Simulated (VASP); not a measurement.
Runs of VASP 6.6.1 on TaN. It takes space group Fm-3m (No. 225, cubic). The conventional cell has a = 4.358 Å, b = 4.358 Å, c = 4.358 Å, α = 90.00°, β = 90.00°, γ = 90.00°. Ta (site symmetry m-3m) has 6 N at 2.18 Å within 2.9 Å. Within 2.9 Å of N (site symmetry m-3m) lie 6 Ta at 2.18 Å. 

| level | gap on the mesh (eV) | pressure (GPa) |
| --- | --- | --- |
| PBEsol | none | 5.7 |
| PBE | none | 15.7 |
| BLYP | none | (a) |
| RPBE | none | 20.5 |

Alike in all rows: task single point; potentials or basis VASP PAW PBE potentials, release 64 (Ta_pv, N); no spin polarisation; cell as given; k mesh 12 × 12 × 12; cutoff (eV) 520; smearing fermi-dirac 0.1 eV.

Q: Fill in the values left out.

A: (a) 29.7.

Caveats: spin-orbit coupling is left out, which moves the levels of the heavy elements; the PAW data sets were made with another functional, which shifts forces and pressure a little (some runs).

A k mesh can miss the band edges, and the runs leave out spin-orbit coupling on Ta.

A gap of «none» marks levels without a gap at the run's occupations.
